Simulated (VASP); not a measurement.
**Pd: single point with PBE**

Pd:

```
Pd
1.0
     0.00000    2.90520    2.90520
     2.90520    0.00000    2.90520
     2.90520    2.90520    0.00000
Pd
2
Direct
  0.00000 0.00000 0.00000
  0.25000 0.25000 0.25000
```

This isn't the form of Pd at room conditions, which is fcc.

| Property | Result |
| --- | --- |
| Program | VASP 6.6.1 |
| Task | single point |
| Functional | PBE |
| Potentials or basis | VASP PAW PBE potentials, release 64 (Pd) |
| Cutoff | 520 eV |
| k mesh | 32 × 32 × 32 |
| Occupations | fermi-dirac, width 0.0612256 eV |
| Spin | no spin polarisation |
| Dipole correction | no |
| Further INCAR settings | ALGO = Normal; EDIFF = 1e-06; NBANDS = 17 |

- Pressure: -0.3 GPa
- Band gap on the k mesh: zero (bands 10 and 11 overlap by 0.39 eV)

Levels at points of the mesh, in eV from the Fermi level:
```tsv
k point	band 7	band 8	band 9	band 10	band 11	band 12	band 13	band 14
(0.00, 0.00, 0.00)	-1.29	-1.29	-1.29	-0.17	-0.17	11.54	11.54	11.54
(0.50, 0.00, 0.00)	-0.99	-0.99	-0.32	-0.32	0.04	1.28	8.44	8.44
(0.50, 0.50, 0.00)	-1.77	-1.77	-0.15	-0.15	1.93	1.93	4.82	4.82
```

It took 3.7 min on 1 thread of Intel(R) Xeon(R) Platinum 8488C (Sapphire Rapids), on a shared host, peak memory 0.69 GiB.
